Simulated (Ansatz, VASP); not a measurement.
**Al3Cu: VASP beside Ansatz**

```
CELL_PARAMETERS angstrom
2.61023 0.00000 0.00000
0.00000 2.61023 0.00000
0.00000 0.00000 8.57306
ATOMIC_POSITIONS crystal
Al 0.00000 0.00000 0.50000
Al 0.50000 0.50000 0.22264
Al 0.50000 0.50000 0.77736
Cu 0.00000 0.00000 0.00000
```

Alike in both runs: task single point; functional r2SCAN; k mesh 18 × 18 × 8; occupations gaussian, width 0.15 eV; no spin polarisation.

```csv
,VASP,Ansatz
version,VASP 6.6.1,Ansatz 0.2.0
potentials or method,"VASP PAW PBE potentials, release 64 (Al, Cu), cutoff 520 eV","scalar-relativistic, plane waves, PAW"
valence electrons in the cell,20,28
```

```tsv
	VASP	Ansatz	Ansatz less VASP
gap on the k mesh at the Fermi level (eV)	none	none	-
pressure (GPa)	3.1	3.2	+0.14
traceless stress, the component that is largest in VASP (GPa)	-14.70	-14.76	-0.059
rms of the force components (eV/Å)	0.071	0.064	-0.0074
```

VASP's potentials were made for PBE, not for r2SCAN. Atom by atom the forces differ by 0.007 eV/Å (rms over components). A gap of «none» marks a metal or a gap that the smearing closes. VASP's potentials hold 20 valence electrons a cell and Ansatz's 28, so a difference there can come from the potentials and not from the codes.
